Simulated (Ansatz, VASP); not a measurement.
**One calculation of Si3N4, two programs**

```
Si N
1.0
     7.63740    0.00000    0.00000
    -3.81870    6.61418    0.00000
     0.00000    0.00000    2.92200
Si N
6 8
Direct
  0.17446 0.76836 0.25000
  0.40610 0.17446 0.75000
  0.23164 0.40610 0.25000
  0.82554 0.23164 0.75000
  0.59390 0.82554 0.25000
  0.76836 0.59390 0.75000
  0.33333 0.66667 0.25000
  0.66667 0.33333 0.75000
  0.32989 0.03035 0.25000
  0.29953 0.32989 0.75000
  0.96965 0.29953 0.25000
  0.67011 0.96965 0.75000
  0.70047 0.67011 0.25000
  0.03035 0.70047 0.75000
```

Alike in both runs: task electric field gradients; functional r2SCAN; k mesh 4 × 4 × 9; occupations fermi-dirac, width 0.02 eV; no spin polarisation.

|  | VASP | Ansatz |
| --- | --- | --- |
| version | VASP 6.6.1 | Ansatz 0.2.0 |
| potentials or method | VASP PAW PBE potentials, release 64 (Si, N) | plane-wave PAW, scalar-relativistic |
| plane-wave cutoff (eV) | 520 | 500 |
| valence electrons in the cell | 64 | 64 |

VASP gave:

```
gap on the k mesh at the Fermi level (eV)                     : 4.93
pressure (GPa)                                                : -3.8
traceless stress, the component that is largest in VASP (GPa) : -0.71
rms of the force components (eV/Å)                            : 0.026
size of Vzz on the site where it differs most (V/Å²)          : 47.8
```

Problem. Which values does Ansatz return?

Solution. gap on the k mesh at the Fermi level (eV): 4.94; pressure (GPa): -3.7; traceless stress, the component that is largest in VASP (GPa): -0.67; rms of the force components (eV/Å): 0.025; size of Vzz on the site where it differs most (V/Å²): 50.9.

VASP's potentials were made for PBE, not for r2SCAN. Atom by atom the forces differ by 0.001 eV/Å (rms over components).
